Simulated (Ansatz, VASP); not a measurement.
**CdTe: VASP beside Ansatz**

```
CELL_PARAMETERS angstrom
4.58866 0.00000 0.00000
0.00000 6.48934 0.00000
0.00000 0.00000 26.47165
ATOMIC_POSITIONS crystal
Cd 0.50000 0.55836 0.30647
Cd 0.00000 0.98034 0.36420
Cd 0.50000 0.48648 0.45984
Cd 0.00000 0.98650 0.54016
Cd 0.50000 0.48036 0.63581
Cd 0.00000 0.05835 0.69352
Te 0.00000 0.75553 0.27468
Te 0.50000 0.23151 0.37312
Te 0.00000 0.73778 0.45392
Te 0.50000 0.23779 0.54608
Te 0.00000 0.73150 0.62687
Te 0.50000 0.25549 0.72532
```

Alike in both runs: functional PBEsol; k mesh 6 × 4 × 1; occupations gaussian, width 0.05 eV; no spin polarisation.

Ansatz relaxed the structure, and its values are those at the end. VASP's run is a single point on that final structure, the one shown.

|  | VASP | Ansatz |
| --- | --- | --- |
| version | VASP 6.6.1 | Ansatz 0.2.0 |
| potentials or method | VASP PAW PBE potentials, release 64 (Cd, Te), cutoff 520 eV | scalar-relativistic, plane waves, PAW |
| valence electrons in the cell | 108 | 216 |

Ansatz gave:

```
gap on the k mesh at the Fermi level (eV) : 1.21
least direct gap on the mesh (eV)         : 1.21
rms of the force components (eV/Å)        : 0.004
```

Problem. What did VASP give for the same quantities?

Solution. gap on the k mesh at the Fermi level (eV): 1.21; least direct gap on the mesh (eV): 1.21; rms of the force components (eV/Å): 0.011.

VASP's potentials were made for PBE, not for PBEsol. VASP's potentials hold 108 valence electrons a cell and Ansatz's 216, so a difference there can come from the potentials and not from the codes. Ansatz's warnings: xc potential rough in thin density.

Neither program's run includes spin-orbit coupling.
